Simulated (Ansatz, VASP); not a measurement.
Sn3PN in VASP and in Ansatz

```
Sn P N
1.0
     4.55506    0.00000    0.00000
     0.00000    4.55506    0.00000
     0.00000    0.00000    4.55506
Sn P N
3 1 1
Direct
  0.50000 0.00000 0.00000
  0.00000 0.50000 0.00000
  0.00000 0.00000 0.50000
  0.50000 0.50000 0.50000
  0.00000 0.00000 0.00000
```

Change from the starting cell: species swapped into the GaFe3N type (Pm-3m, No. 221).

Alike in both runs: task single point; functional PBE; k mesh 4 × 4 × 4; occupations gaussian, width 0.1 eV; no spin polarisation.

```csv
,VASP,Ansatz
version,VASP 6.6.1,Ansatz 0.2.0
potentials or method,"VASP PAW PBE potentials, release 64 (Sn_d, P, N), cutoff 520 eV","scalar-relativistic, plane waves, PAW"
valence electrons in the cell,52,52
```

|  | VASP | Ansatz | Ansatz less VASP |
| --- | --- | --- | --- |
| gap on the k mesh at the Fermi level (eV) | none | none | - |
| pressure (GPa) | 12.2 | 12.2 | -0.01 |

A gap of «none» marks a metal or a gap that the smearing closes. With one functional, cell and mesh, what is left measures potentials, basis and numerics.
